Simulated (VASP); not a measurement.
# Hg3IrN2 (Cmmm) in VASP: single point with PBE

Aim: the single point of Hg3IrN2 with PBE.

All numbers are computed with VASP 6.6.1; they aren't measurements. Logs are shortened: lines on timing, memory, paths and dates and some standing lists are left out, and cuts for length are marked.

### 1 The cell of the first run

Symmetry: Cmmm, No. 65, orthorhombic system. Conventional cell: a = 7.715 Å, b = 7.745 Å, c = 4.934 Å, α = 90.00°, β = 90.00°, γ = 90.00°. Within 5.0 Å of Hg (site symmetry mmm) lie 10 Hg at 3.68 to 4.93 Å and 8 N at 3.90 to 3.91 Å and 8 Ir at 4.58 to 4.59 Å. Within 3.7 Å of Hg (site symmetry 2/m) lie 2 Ir at 2.73 Å and 4 N at 3.32 Å and 4 Hg at 3.68 Å. Ir (site symmetry mmm) has 2 N at 1.89 Å within 2.5 Å. N (site symmetry mm2) has 1 N at 1.15 Å within 1.5 Å.

### 2 Single point, PBE

POSCAR

```
Hg3IrN2
1.0
    3.8572963112     -3.8726704072      0.0000000000
    3.8572963112      3.8726704072      0.0000000000
    0.0000000000      0.0000000000      4.9337546083
Hg Ir N
3 1 2
Direct
    0.0000000000      0.0000000000      0.5000000000
    0.0000000000      0.5000000000      0.0000000000
    0.5000000000      0.0000000000      0.0000000000
    0.5000000000      0.5000000000      0.0000000000
    0.5000000000      0.5000000000      0.6161945856
    0.5000000000      0.5000000000      0.3838054144
```

INCAR.step1

```
PREC = Accurate
ENCUT = 520
EDIFF = 1E-6
ISMEAR = 0
SIGMA = 0.1
LREAL = F
LASPH = T
NELM = 100
ALGO = Normal
ISIF = 2
LWAVE = F
LCHARG = T
LMAXMIX = 4
GGA = PE
NBANDS = 36
```

KPOINTS.step1

```
regular mesh
0
Gamma
  6 6 6
```

INCAR.step2

```
PREC = Accurate
ENCUT = 520
EDIFF = 1E-6
ISMEAR = -5
SIGMA = 0.1
LREAL = F
LASPH = T
NELM = 100
ALGO = Normal
ISIF = 2
LWAVE = F
LCHARG = F
LMAXMIX = 4
GGA = PE
LORBIT = 11
NBANDS = 36
NEDOS = 1001
ICHARG = 11
```

KPOINTS.step2

```
regular mesh
0
Gamma
  9 9 9
```

Potentials or basis: VASP PAW PBE potentials, release 64 (Hg, Ir, N).

Command:

```console
$ cat potpaw_PBE.64/Hg/POTCAR potpaw_PBE.64/Ir/POTCAR potpaw_PBE.64/N/POTCAR > POTCAR
$ cp INCAR.step1 INCAR
$ cp KPOINTS.step1 KPOINTS
$ mpirun -np 1 vasp_std > vasp.out
$ cp INCAR.step2 INCAR
$ cp KPOINTS.step2 KPOINTS
$ mpirun -np 1 vasp_std > vasp.out
```

OUTCAR:

```text
PREC = Accurate
   ENCUT = 520
   EDIFF = 1E-6
   ISMEAR = -5
   LREAL = F
   LASPH = T
   NELM = 100
   ISIF = 2
   GGA = PE
   LORBIT = 11
   ICHARG = 11

 ion  position               nearest neighbor table
   1  0.000  0.000  0.500-   2 3.68   3 3.68   2 3.68   3 3.68   2 3.68   2 3.68   3 3.68   3 3.68

   2  0.000  0.500  0.000-   4 2.73   4 2.73   1 3.68   1 3.68   1 3.68   1 3.68   3 3.86   3 3.86
                             3 3.87   3 3.87
   3  0.500  0.000  0.000-   4 2.73   4 2.73   1 3.68   1 3.68   1 3.68   1 3.68   2 3.86   2 3.86
                             2 3.87   2 3.87
   4  0.500  0.500  0.000-   5 1.89   6 1.89   2 2.73   3 2.73   3 2.73   2 2.73
   5  0.500  0.500  0.616-   6 1.15   4 1.89
   6  0.500  0.500  0.384-   5 1.15   4 1.89

  LATTYP: Found a base centered orthorhombic cell.
 ALAT       =     7.7145926224
 B/A-ratio  =     1.0039857182
 C/A-ratio  =     0.6395353390

  Lattice vectors:

 A1 = (   3.8572963112,  -3.8726704072,   0.0000000000)
 A2 = (   3.8572963112,   3.8726704072,   0.0000000000)
 A3 = (   0.0000000000,   0.0000000000,   4.9337546083)

Analysis of symmetry for initial positions (statically):
=====================================================================
 Subroutine PRICEL returns:
 Original cell was already a primitive cell.

 Routine SETGRP: Setting up the symmetry group for a
 base centered orthorhombic supercell.

 Subroutine GETGRP returns: Found  8 space group operations
 (whereof  8 operations were pure point group operations)
 out of a pool of  8 trial point group operations.

The static configuration has the point symmetry D_2h.

Analysis of symmetry for dynamics (positions and initial velocities):
=====================================================================
 Subroutine PRICEL returns:
 Original cell was already a primitive cell.

 Routine SETGRP: Setting up the symmetry group for a
 base centered orthorhombic supercell.

 Subroutine GETGRP returns: Found  8 space group operations
 (whereof  8 operations were pure point group operations)
 out of a pool of  8 trial point group operations.

The dynamic configuration has the point symmetry D_2h.

 Subroutine INISYM returns: Found  8 space group operations
 (whereof  8 operations are pure point group operations),
 and found     1 'primitive' translations

----------------------------------------------------------------------------------------

                                     Primitive cell

  volume of cell :     147.4012

  direct lattice vectors                    reciprocal lattice vectors
     3.857296311 -3.872670407  0.000000000     0.129624473 -0.129109877  0.000000000
     3.857296311  3.872670407  0.000000000     0.129624473  0.129109877  0.000000000
     0.000000000  0.000000000  4.933754608     0.000000000  0.000000000  0.202685395

  length of vectors
     5.465922696  5.465922696  4.933754608     0.182953175  0.182953175  0.202685395

  position of ions in fractional coordinates (direct lattice)
     0.000000000  0.000000000  0.500000000
     0.000000000  0.500000000  0.000000000
     0.500000000  0.000000000  0.000000000
     0.500000000  0.500000000  0.000000000
     0.500000000  0.500000000  0.616194586
     0.500000000  0.500000000  0.383805414

  ion indices of the primitive-cell ions
   primitive index   ion index
                 1           1
                 2           2
                 3           3
                 4           4
                 5           5
                 6           6

----------------------------------------------------------------------------------------

 KPOINTS: regular mesh

Automatic generation of k-mesh.
 Grid dimensions read from file:
 generate k-points for:    9    9    9

 Generating k-lattice:

  Cartesian coordinates                     Fractional coordinates (reciprocal lattice)
     0.014402719 -0.014345542  0.000000000     0.111111111  0.000000000  0.000000000
     0.014402719  0.014345542  0.000000000     0.000000000  0.111111111  0.000000000
     0.000000000  0.000000000  0.022520599     0.000000000  0.000000000  0.111111111

  Length of vectors
     0.020328131  0.020328131  0.022520599

  Shift w.r.t. Gamma in fractional coordinates (k-lattice)
     0.000000000  0.000000000  0.000000000

 TETIRR: Found   1097 inequivalent tetrahedra from     4374

 Subroutine IBZKPT returns following result:
 ===========================================

 Found    125 irreducible k-points:

 Following reciprocal coordinates:
            Coordinates               Weight
  0.000000  0.000000  0.000000      1.000000
  0.111111 -0.000000  0.000000      4.000000
  0.222222  0.000000  0.000000      4.000000
  0.333333 -0.000000  0.000000      4.000000
  0.444444  0.000000  0.000000      4.000000
  0.111111  0.111111  0.000000      2.000000
[... 16 lines left out ...]
 -0.333333  0.333333  0.000000      2.000000
  0.444444  0.444444  0.000000      2.000000
 [... further k-points ...]
   k-points           NKPTS =    125   k-points in BZ     NKDIM =    125   number of bands    NBANDS=     36
   number of dos      NEDOS =   1001   number of ions     NIONS =      6
   total plane-waves  NPLWV =  70560
   dimension x,y,z NGX =    42 NGY =   42 NGZ =   40
   dimension x,y,z NGXF=    84 NGYF=   84 NGZF=   80
   ions per type =               3   1   2
   NGX,Y,Z   is equivalent  to a cutoff of  12.77, 12.77, 13.48 a.u.
   NGXF,Y,Z  is equivalent  to a cutoff of  25.55, 25.55, 26.96 a.u.
 SYSTEM =  unknown system
   PREC   = accura    normal or accurate (medium, high low for compatibility)
   ISTART =      0    job   : 0-new  1-cont  2-samecut
   ICHARG =     11    charge: 1-file 2-atom 10-const
   ISPIN  =      1    spin polarized calculation?
   LNONCOLLINEAR =      F non collinear calculations
   LSORBIT =      F    spin-orbit coupling
   LASPH  =      T    aspherical Exc in radial PAW
   ENCUT  =  520.0 eV  38.22 Ry    6.18 a.u.  10.16 10.16  9.17*2*pi/ulx,y,z
   NELM   =    100;   NELMIN=  2; NELMDL=  0     # of ELM steps
   EDIFF  = 0.1E-05   stopping-criterion for ELM
   LREAL  =      F    real-space projection
   EDIFFG = 0.1E-04   stopping-criterion for IOM
   NSW    =      0    number of steps for IOM
   IBRION =     -1    ionic relax: 0-MD 1-quasi-New 2-CG
   NFREE  =      0    steps in history (QN), initial steepest desc. (CG)
   ISIF   =      2    stress and relaxation
   ISYM   =      2    0-nonsym 1-usesym 2-fastsym
   POTIM  = 0.5000    time-step for ionic-motion
   TEBEG  =    0.0;   TEEND  =   0.0 temperature during run
   PSTRESS=    0.0 pullay stress
   NELECT =      55.0000    total number of electrons
   NUPDOWN=      -1.0000    fix difference up-down
   EMIN   =  10.00;   EMAX   =-10.00  energy-range for DOS
   EFERMI =   0.00;   METHOD = LEGACY
   ISMEAR =    -5;   SIGMA  =   0.10  broadening in eV -4-tet -1-fermi 0-gaus
   EFERMI_NEDOS =   21; number of points for ismear=-14 and -15
   IALGO  =     38    algorithm
   IMIX   =      4    mixing-type and parameters
     AMIX     =   0.40;   BMIX     =  1.00
     AMIX_MAG =   1.60;   BMIX_MAG =  1.00
  volume/ion in A,a.u.               =      24.57       165.79
  Fermi-wavevector in a.u.,A,eV,Ry     =   1.178588  2.227208 18.899442  1.389070
  Thomas-Fermi vector in A             =   2.314914
   LORBIT       =     11    0 simple, 1 ext, 2 COOP (PROOUT), +10 PAW based schemes
   GGA     = PE    functional components
   LHFCALC =     F    Hartree Fock is set to
   AEXX    =    0.0000 exact exchange contribution
   IVDW    =     0    specifies the selected vdW correction
   LEPSILON=     F    determine dielectric tensor
   LRPA    =     F    only Hartree local field effects (RPA)
 non-spin polarized calculation
 Fermi weights with tetrahedron method with Bloechl corrections
  energy-cutoff  :      520.00
  volume of cell :      147.40
 maximum number of plane-waves:      4000
 NGX is ok and might be reduce to    42

 number of electron      54.9999989 magnetization

 Free energy of the ion-electron system (eV)
  ---------------------------------------------------
  ext. energy  EPLUGINS =         0.00000000
  ---------------------------------------------------
  free energy    TOTEN  =       -25.46796267 eV

  energy without entropy =      -25.46796267  energy(sigma->0) =      -25.46796267

 E-fermi :   1.5417     XC(G=0):  -9.1196

 val. band max:        1.6867411202   @ k =   0.1111   0.1111   0.2222
 cond. band min:       1.5614232905   @ k =  -0.1111   0.1111   0.3333
 fundamental gap:     -0.1253178297
 Fermi energy:         1.5417277052

 k-point     1 :       0.0000    0.0000    0.0000
  band No.  band energies     occupation
      1     -21.9896      2.00000
      2      -9.6556      2.00000
      3      -9.4029      2.00000
      4      -6.0159      2.00000
      5      -5.9688      2.00000
      6      -5.9685      2.00000
[... 28 lines left out ...]
     35       6.1288      0.00000
     36       7.1726      0.00000

 k-point     2 :       0.1111   -0.0000    0.0000
  band No.  band energies     occupation
      1     -21.9895      2.00000
      2      -9.6571      2.00000
      3      -9.4001      2.00000
      4      -6.0554      2.00000
      5      -5.9746      2.00000
      6      -5.9157      2.00000
[... 28 lines left out ...]
     35       6.4050      0.00000
     36       7.1528      0.00000
[... 817 lines left out ...]
     35       7.1062      0.00000
     36       7.3871      0.00000

 k-point    24 :       0.4444    0.4444    0.0000
  band No.  band energies     occupation
      1     -21.9885      2.00000
      2      -9.6789      2.00000
      3      -9.3616      2.00000
      4      -6.1831      2.00000
      5      -6.1796      2.00000
      6      -5.0885      2.00000
[... 28 lines left out ...]
     35       7.0111      0.00000
     36       7.1884      0.00000

 [... further k-points ...]

------------------------ aborting loop because EDIFF is reached ----------------------------------------

  FORCE on cell =-STRESS in cart. coord.  units (eV):
  Direction    XX          YY          ZZ          XY          YZ          ZX
  --------------------------------------------------------------------------------------
  -------------------------------------------------------------------------------------
  Total        0.2026430      0.2024300      1.5377248      0.0000000      0.0000000      0.0000000
  in kB        2.2026277      2.2003123     16.7142970      0.0000000      0.0000000      0.0000000
  external PRESSURE =       7.0390790 kB  Pullay stress =       0.0000000 kB

 VOLUME and BASIS-vectors are now :
 -----------------------------------------------------------------------------
  energy-cutoff  :      520.00
  volume of cell :      147.40
      direct lattice vectors                 reciprocal lattice vectors
     3.857296311 -3.872670407  0.000000000     0.129624473 -0.129109877  0.000000000
     3.857296311  3.872670407  0.000000000     0.129624473  0.129109877  0.000000000
     0.000000000  0.000000000  4.933754608     0.000000000  0.000000000  0.202685395

 POSITION                                       TOTAL-FORCE (eV/Angst)
 -----------------------------------------------------------------------------------
      0.00000      0.00000      2.46688         0.000000     -0.000000      0.000000
      1.92865      1.93634      0.00000        -0.000000     -0.000000      0.000000
      1.92865     -1.93634      0.00000         0.000000      0.000000      0.000000
      3.85730      0.00000      0.00000        -0.000000      0.000000      0.000000
      3.85730      0.00000      3.04015         0.000000      0.000000      0.616199
      3.85730      0.00000      1.89360        -0.000000      0.000000     -0.616199
 -----------------------------------------------------------------------------------
    total drift:                               -0.000000     -0.000000     -0.000000

  FREE ENERGIE OF THE ION-ELECTRON SYSTEM (eV)
  ---------------------------------------------------
  free  energy   TOTEN  =       -25.4679626709 eV

  energy  without entropy=      -25.4679626709  energy(sigma->0) =      -25.46796267

 total charge

# of ion       s       p       d       tot
------------------------------------------
    1        1.027   0.040   9.360  10.427
    2        0.910   0.218   9.341  10.469
    3        0.910   0.218   9.341  10.469
    4        0.656   0.674   7.156   8.486
    5        1.288   2.607   0.000   3.895
    6        1.288   2.607   0.000   3.895
--------------------------------------------------
tot          6.080   6.364  35.197  47.641
```

Wall time 4.3 min (1 thread of Intel Xeon 6975P-C (Granite Rapids), shared host); peak memory 0.68 GiB.

Results:

| Quantity | Value |
| --- | --- |
| Valence electrons inside the program's atomic spheres | Hg 10.43, 10.47 (each value once); Ir 8.49; N 3.90 |

Levels at points of the mesh, in eV from the Fermi level:
```
           k point  band 25  band 26  band 27  band 28  band 29  band 30  band 31  band 32
(0.00, 0.00, 0.00)    -1.66    -1.26     0.89     0.90     1.66     2.11     3.06     3.55
```

Caveat: the standard files for N, O and F lose accuracy on very short bonds; spin-orbit coupling is left out, which moves the levels of the heavy elements.
